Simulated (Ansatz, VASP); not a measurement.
**CuO: VASP beside Ansatz**

```
Cu O
1.0
     2.94553    0.00000    0.00000
     0.00000    2.94553    0.00000
     0.00000    0.00000    5.15671
Cu O
2 2
Direct
  0.50000 0.00000 0.50000
  0.00000 0.50000 0.00000
  0.00000 0.00000 0.25000
  0.00000 0.00000 0.75000
```

Alike in both runs: task relaxation of cell and atoms; functional PBE; k mesh 16 × 16 × 10; occupations gaussian, width 0.1 eV; no spin polarisation.

|  | VASP | Ansatz |
| --- | --- | --- |
| version | VASP 6.6.1 | Ansatz 0.2.0 |
| potentials or method | VASP PAW PBE potentials, release 64 (Cu, O), cutoff 600 eV | scalar-relativistic, plane waves, PAW |
| valence electrons in the cell | 34 | 50 |

|  | VASP | Ansatz | Ansatz less VASP |
| --- | --- | --- | --- |
| gap on the k mesh at the Fermi level, each at its own relaxed structure (eV) | none | none | - |
| relaxed volume (Å³/atom) | 11.23 | 11.20 | -0.029 |
| relaxed length of the cell vector where the two differ most in proportion (Å) | 5.164 | 5.151 | -0.0129 |

A gap of «none» marks a metal or a gap that the smearing closes. VASP's potentials hold 34 valence electrons a cell and Ansatz's 50, so a difference there can come from the potentials and not from the codes.
